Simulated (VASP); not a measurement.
Set up this calculation in VASP 6.6.1, as the native input.

```
Task                   : relaxation of cell and atoms
Functional             : LDA
Potentials or basis    : VASP PAW LDA potentials, release 64 (K_sv)
Cutoff                 : 500 eV
k mesh                 : 7 × 7 × 7
Occupations            : gaussian, width 0.02 eV
Spin                   : no spin polarisation
Dipole correction      : no
Further INCAR settings : ALGO = Normal; EDIFF = 1e-07; IBRION = 2; EDIFFG = -0.01; NSW = 60; ISIF = 3
```

The structure of K lies in POSCAR:

```
K
1.0
   -2.5216906805      2.5216906805      2.5216906805
    2.5216906805     -2.5216906805      2.5216906805
    2.5216906805      2.5216906805     -2.5216906805
K
1
Direct
    0.0000000000      0.0000000000      0.0000000000
```

The input as run:

INCAR

```
ALGO = Normal
EDIFF = 1E-7
EDIFFG = -0.01
ENCUT = 500
GGA = CA
GGA_COMPAT = False
IBRION = 2
ISIF = 3
ISMEAR = 0
LASPH = True
LCHARG = False
LREAL = False
LWAVE = False
NELM = 120
NELMIN = 4
NSW = 60
PREC = Accurate
SIGMA = 0.02
```

KPOINTS

```
k-points
0
Gamma
  7 7 7
```

Potentials or basis: VASP PAW LDA potentials, release 64 (K_sv).

Command:

```console
$ cat potpaw_LDA.64/K_sv/POTCAR > POTCAR
$ mpirun -np 1 vasp_std > vasp.out
```

It gave:

The relaxed volume is 64.04 Å³/atom, the relaxed cell is a = 4.365 Å, b = 4.365 Å, c = 4.365 Å, α = 109.47°, β = 109.47°, γ = 109.47° and the space group after relaxing (to 0.05 Å) is Im-3m (No. 229). The energy gained by relaxing is 0.0 meV/atom and the ionic steps are 2. The pressure after relaxing is 0.0 GPa.

It took 7.3 s on 1 thread of AMD EPYC 9R45 96-Core Processor (Zen 5), with other jobs on the host, peak memory 0.12 GiB.
